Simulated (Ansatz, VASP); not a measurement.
# PbO: VASP beside Ansatz

INCAR

```
PREC = Accurate ; ENCUT = 520
EDIFF = 1E-7 ; ISMEAR = -1
SIGMA = 0.05 ; LREAL = F
LASPH = T ; NELM = 120
ALGO = Normal ; ISIF = 2
LWAVE = F ; LCHARG = F
GGA = PE ; IBRION = 2
NSW = 60 ; EDIFFG = -0.01
GGA_COMPAT = F ; NELMIN = 4
```

KPOINTS

```
Automatic mesh
0
Gamma
  6 6 5
```

Contents of POSCAR:

```
PbO
1.0
    3.9900000000     -0.0199500000      0.0000000000
   -0.0199500000      3.9900000000      0.0000000000
    0.0000000000      0.0000000000      5.0100000000
Pb O
2 2
Direct
    0.5000000000      0.0000000000      0.7600000000
    0.0000000000      0.5000000000      0.2400000000
    0.5000000000      0.5000000000      0.0000000000
    0.0000000000      0.0000000000      0.0000000000
```

Contents of input.yaml:

```yaml
crystal:
  lattice:
    - [3.99, -0.01995, 0.0]
    - [-0.01995, 3.99, 0.0]
    - [0.0, 0.0, 5.01]
  atoms:
    - { symbol: Pb, position: [0.5, 0.0, 0.76] }
    - { symbol: Pb, position: [0.0, 0.5, 0.24] }
    - { symbol: O, position: [0.5, 0.5, 0.0] }
    - { symbol: O, position: [0.0, 0.0, 0.0] }
hamiltonian:
  xc: pbe
  pseudopotentials: { kind: paw }
kpoints:
  mp_grid: { grid: [6, 6, 5] }
scf:
  occupations: { method: fermi_dirac, width: 0.05 }
output:
  forces: true
  stress: true
  eigenvalues: true
  write_density: true
  write_potential: true
  elf: true
  volumetric_format: npy
relax:
  f_tol: 0.01
  max_steps: 40
```

Alike in both runs: task relaxation of the atoms; functional PBE; k mesh 6 × 6 × 5; occupations fermi-dirac, width 0.05 eV; no spin polarisation.

|  | VASP | Ansatz |
| --- | --- | --- |
| version | VASP 6.6.1 | Ansatz 0.2.0 |
| potentials or method | VASP PAW PBE potentials, release 64 (Pb_d, O) | Ansatz PAW |
| plane-wave cutoff (eV) | 520 | 420 |
| valence electrons in the cell | 40 | 40 |

VASP gave:

| Quantity | Value |
| --- | --- |
| gap on the k mesh at the Fermi level, each at its own relaxed structure (eV) | 1.14 |

Question: Which values does Ansatz return?

Answer: gap on the k mesh at the Fermi level, each at its own relaxed structure (eV): 1.15.

Neither program's run includes spin-orbit coupling. Noted on Ansatz's run: odd divisions of the mesh miss points on the zone boundary, where band edges often lie, so the gap on the mesh can be too wide.
